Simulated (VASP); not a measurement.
CaY:

```xyz
2
Lattice="3.5371 0.0000 0.0000 -1.3278 3.2784 0.0000 -0.0169 -0.0251 6.1761" Properties=species:S:1:pos:R:3 pbc="T T T"
Ca    0.0000    0.0000    0.0000
Y     1.0962    1.6267    3.0881
```

Base run:

```yaml
Program: VASP 6.6.1
Functional: LDA
Potentials_or_basis: VASP PAW LDA potentials, release 64 (Ca_sv, Y_sv)
Cutoff: 520 eV
k_mesh: 6 × 6 × 3
Occupations: fermi-dirac, width 0.1 eV
Spin: no spin polarisation
```

Its results: pressure -2.5 GPa.

Question: After a change of settings the same cell gave: pressure -7.1 GPa. Which change was it?
A. k mesh from 6 × 6 × 3 to 3 × 3 × 2; further incar settings from ALGO = Normal; EDIFF = 1e-06; NBANDS = 18 to ALGO = Normal; EDIFF = 1e-07; NBANDS = 18
B. k mesh from 6 × 6 × 3 to 8 × 8 × 5; further incar settings from ALGO = Normal; EDIFF = 1e-06; NBANDS = 18 to ALGO = Normal; EDIFF = 1e-07; NBANDS = 18
C. k mesh from 6 × 6 × 3 to 2 × 2 × 2
D. k mesh from 6 × 6 × 3 to 4 × 4 × 3; further incar settings from ALGO = Normal; EDIFF = 1e-06; NBANDS = 18 to ALGO = Normal; EDIFF = 1e-07; NBANDS = 18

Answer: C.

Caveats: some runs use coarse meshes.
